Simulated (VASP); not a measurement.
# Cr (Im-3m) in VASP: notebook, part 2 of 2

VASP 6.6.1. Earlier steps stand in the parts before.

### Step 5. Single point, PBE, collinear spin, ferromagnetic start

INCAR reads:

```
ALGO     = Normal         # electronic algorithm
EDIFF    = 1E-6           # SCF threshold, eV
ENCUT    = 520            # plane-wave cutoff, eV
GGA      = PE             # functional
ISIF     = 2              # what is computed and relaxed
ISMEAR   = -1             # smearing method
ISPIN    = 2              # spin polarisation
LASPH    = T              # aspherical terms in the spheres
LCHARG   = F              # write CHGCAR
LMAXMIX  = 4              # l up to which the mixer works
LORBIT   = 11             # projections on sites
LREAL    = F              # projectors in reciprocal space
LWAVE    = F              # write WAVECAR
MAGMOM   = 1.5            # initial moments
NBANDS   = 16             # bands
NELM     = 150            # most SCF steps
PREC     = Accurate       # precision mode
SIGMA    = 1.0            # smearing width, eV
```

KPOINTS reads:

```
k-points
0
Gamma
  15 15 15
```

POSCAR reads:

```
Cr
1.0
   -1.4240148648      1.4240148648      1.4240148648
    1.4240148648     -1.4240148648      1.4240148648
    1.4240148648      1.4240148648     -1.4240148648
Cr
1
Direct
    0.0000000000      0.0000000000      0.0000000000
```

Potentials or basis: VASP PAW PBE potentials, release 64 (Cr_pv).

Run with:

```
$ cat potpaw_PBE.64/Cr_pv/POTCAR > POTCAR
$ mpirun -np 1 vasp_std > vasp.out
```

OUTCAR:

```text
EDIFF = 1E-6
   ENCUT = 520
   GGA = PE
   ISIF = 2
   ISMEAR = -1
   ISPIN = 2
   LASPH = T
   LORBIT = 11
   LREAL = F
   NELM = 150
   PREC = Accurate

 ion  position               nearest neighbor table
   1  0.000  0.000  0.000-

  LATTYP: Found a body centered cubic cell.
 ALAT       =     2.8480297296

  Lattice vectors:

 A1 = (  -1.4240148648,   1.4240148648,   1.4240148648)
 A2 = (   1.4240148648,  -1.4240148648,   1.4240148648)
 A3 = (   1.4240148648,   1.4240148648,  -1.4240148648)

Analysis of symmetry for initial positions (statically):
=====================================================================
 Subroutine PRICEL returns:
 Original cell was already a primitive cell.

 Routine SETGRP: Setting up the symmetry group for a
 body centered cubic supercell.

 Subroutine GETGRP returns: Found 48 space group operations
 (whereof 48 operations were pure point group operations)
 out of a pool of 48 trial point group operations.

The static configuration has the point symmetry O_h .

Analysis of symmetry for dynamics (positions and initial velocities):
=====================================================================
 Subroutine PRICEL returns:
 Original cell was already a primitive cell.

 Routine SETGRP: Setting up the symmetry group for a
 body centered cubic supercell.

 Subroutine GETGRP returns: Found 48 space group operations
 (whereof 48 operations were pure point group operations)
 out of a pool of 48 trial point group operations.

The dynamic configuration has the point symmetry O_h .

Analysis of structural, dynamic, and magnetic symmetry:
=====================================================================
 Subroutine PRICEL returns:
 Original cell was already a primitive cell.

 Routine SETGRP: Setting up the symmetry group for a
 body centered cubic supercell.

 Subroutine GETGRP returns: Found 48 space group operations
 (whereof 48 operations were pure point group operations)
 out of a pool of 48 trial point group operations.

The overall configuration has the point symmetry O_h .

 Subroutine INISYM returns: Found 48 space group operations
 (whereof 48 operations are pure point group operations),
 and found     1 'primitive' translations

----------------------------------------------------------------------------------------

                                     Primitive cell

  volume of cell :      11.5506

  direct lattice vectors                    reciprocal lattice vectors
    -1.424014865  1.424014865  1.424014865     0.000000000  0.351119930  0.351119930
     1.424014865 -1.424014865  1.424014865     0.351119930  0.000000000  0.351119930
     1.424014865  1.424014865 -1.424014865     0.351119930  0.351119930  0.000000000

  length of vectors
     2.466466097  2.466466097  2.466466097     0.496558567  0.496558567  0.496558567

  position of ions in fractional coordinates (direct lattice)
     0.000000000  0.000000000  0.000000000

  ion indices of the primitive-cell ions
   primitive index   ion index
                 1           1

----------------------------------------------------------------------------------------

 KPOINTS: k-points

[... 48 lines left out ...]
 [... further k-points ...]
   k-points           NKPTS =    120   k-points in BZ     NKDIM =    120   number of bands    NBANDS=     16
   number of dos      NEDOS =    301   number of ions     NIONS =      1
   total plane-waves  NPLWV =   5832
   dimension x,y,z NGX =    18 NGY =   18 NGZ =   18
   dimension x,y,z NGXF=    36 NGYF=   36 NGZF=   36
   ions per type =               1
   NGX,Y,Z   is equivalent  to a cutoff of  12.13, 12.13, 12.13 a.u.
   NGXF,Y,Z  is equivalent  to a cutoff of  24.26, 24.26, 24.26 a.u.
 SYSTEM =  unknown system
   PREC   = accura    normal or accurate (medium, high low for compatibility)
   ISTART =      0    job   : 0-new  1-cont  2-samecut
   ICHARG =      2    charge: 1-file 2-atom 10-const
   ISPIN  =      2    spin polarized calculation?
   LNONCOLLINEAR =      F non collinear calculations
   LSORBIT =      F    spin-orbit coupling
   LASPH  =      T    aspherical Exc in radial PAW
   ENCUT  =  520.0 eV  38.22 Ry    6.18 a.u.   4.59  4.59  4.59*2*pi/ulx,y,z
   NELM   =    150;   NELMIN=  2; NELMDL= -5     # of ELM steps
   EDIFF  = 0.1E-05   stopping-criterion for ELM
   LREAL  =      F    real-space projection
   EDIFFG = 0.1E-04   stopping-criterion for IOM
   NSW    =      0    number of steps for IOM
   IBRION =     -1    ionic relax: 0-MD 1-quasi-New 2-CG
   NFREE  =      0    steps in history (QN), initial steepest desc. (CG)
   ISIF   =      2    stress and relaxation
   ISYM   =      2    0-nonsym 1-usesym 2-fastsym
   POTIM  = 0.5000    time-step for ionic-motion
   TEBEG  =    0.0;   TEEND  =   0.0 temperature during run
   PSTRESS=    0.0 pullay stress
   NELECT =      12.0000    total number of electrons
   NUPDOWN=      -1.0000    fix difference up-down
   EMIN   =  10.00;   EMAX   =-10.00  energy-range for DOS
   EFERMI =   0.00;   METHOD = LEGACY
   ISMEAR =    -1;   SIGMA  =   1.00  broadening in eV -4-tet -1-fermi 0-gaus
   EFERMI_NEDOS =   21; number of points for ismear=-14 and -15
   IALGO  =     38    algorithm
   IMIX   =      4    mixing-type and parameters
     AMIX     =   0.40;   BMIX     =  1.00
     AMIX_MAG =   1.60;   BMIX_MAG =  1.00
  volume/ion in A,a.u.               =      11.55        77.95
  Fermi-wavevector in a.u.,A,eV,Ry     =   1.658062  3.133283 37.404716  2.749169
  Thomas-Fermi vector in A             =   2.745707
   LORBIT       =     11    0 simple, 1 ext, 2 COOP (PROOUT), +10 PAW based schemes
   GGA     = PE    functional components
   LHFCALC =     F    Hartree Fock is set to
   AEXX    =    0.0000 exact exchange contribution
   IVDW    =     0    specifies the selected vdW correction
   LEPSILON=     F    determine dielectric tensor
   LRPA    =     F    only Hartree local field effects (RPA)
 spin polarized calculation
  energy-cutoff  :      520.00
  volume of cell :       11.55
 maximum number of plane-waves:       321
   NGX =  9   NGY =  9   NGZ =  9

 number of electron      11.9999994 magnetization      -0.0000073

 number of electron      11.9999994 magnetization       0.0004287

 Free energy of the ion-electron system (eV)
  ---------------------------------------------------
  ext. energy  EPLUGINS =         0.00000000
  ---------------------------------------------------
  free energy    TOTEN  =       -11.56724153 eV

  energy without entropy =       -7.34513919  energy(sigma->0) =       -9.45619036

 E-fermi :  11.1417     XC(G=0): -13.6213

 val. band max:       11.1330006559   @ k =  -0.4667   0.4667   0.0667
 cond. band min:      11.1481826272   @ k =  -0.4667   0.4667   0.2667
 fundamental gap:      0.0151819713
 Fermi energy:        11.1416798581

 spin component 1

 k-point     1 :       0.0000    0.0000    0.0000
  band No.  band energies     occupation
      1     -31.1441      1.00000
      2     -31.1441      1.00000
      3     -31.1441      1.00000
      4       3.1425      0.99966
      5      10.4968      0.65585
      6      10.4968      0.65585
[... 435 lines left out ...]
      5       8.9614      0.89846
      6      10.0986      0.73944
[... 8 lines left out ...]
     15      40.2664      0.00000
     16      45.4197      0.00000

 [... further k-points ...]

 spin component 2

 k-point     1 :       0.0000    0.0000    0.0000
  band No.  band energies     occupation
      1     -31.1435      1.00000
      2     -31.1435      1.00000
      3     -31.1435      1.00000
      4       3.1426      0.99966
      5      10.4972      0.65576
      6      10.4972      0.65576
[... 435 lines left out ...]
      5       8.9618      0.89843
      6      10.0989      0.73939
[... 8 lines left out ...]
     15      40.2666      0.00000
     16      45.4199      0.00000

 [... further k-points ...]
[... 5 lines left out ...]
  --------------------------------------------------------------------------------------
  -------------------------------------------------------------------------------------
  Total        2.6243037      2.6243037      2.6243037      0.0000000     -0.0000000      0.0000000
  in kB      364.0165407    364.0165407    364.0165407      0.0000000     -0.0000000      0.0000000
  external PRESSURE =     364.0165407 kB  Pullay stress =       0.0000000 kB

 VOLUME and BASIS-vectors are now :
 -----------------------------------------------------------------------------
  energy-cutoff  :      520.00
  volume of cell :       11.55
      direct lattice vectors                 reciprocal lattice vectors
    -1.424014865  1.424014865  1.424014865     0.000000000  0.351119930  0.351119930
     1.424014865 -1.424014865  1.424014865     0.351119930  0.000000000  0.351119930
     1.424014865  1.424014865 -1.424014865     0.351119930  0.351119930  0.000000000

 POSITION                                       TOTAL-FORCE (eV/Angst)
 -----------------------------------------------------------------------------------
      0.00000      0.00000      0.00000         0.000000      0.000000      0.000000
 -----------------------------------------------------------------------------------
    total drift:                                0.000000      0.000000      0.000000

  FREE ENERGIE OF THE ION-ELECTRON SYSTEM (eV)
  ---------------------------------------------------
  free  energy   TOTEN  =       -11.5672415344 eV

  energy  without entropy=       -7.3451391903  energy(sigma->0) =       -9.45619036

 total charge

# of ion       s       p       d       tot
------------------------------------------
    1        0.447   6.384   4.269  11.100

 magnetization (x)

# of ion       s       p       d       tot
------------------------------------------
    1        0.000   0.000   0.000   0.000
```

Run time: 32 s. Hardware: 1 thread of Intel Xeon 6975P-C, shared host; peak memory 0.15 GiB.

Results:

```
Free energy                                           : -11.5672 eV
Pressure                                              : 36.4 GPa
Band gap on the k mesh                                : zero (filled and empty bands overlap)
Net moment                                            : 0.00 μB per cell
Valence electrons inside the program's atomic spheres : Cr 11.10
```

Caveat: the starting moments collapsed, and a magnetic state may lie lower.
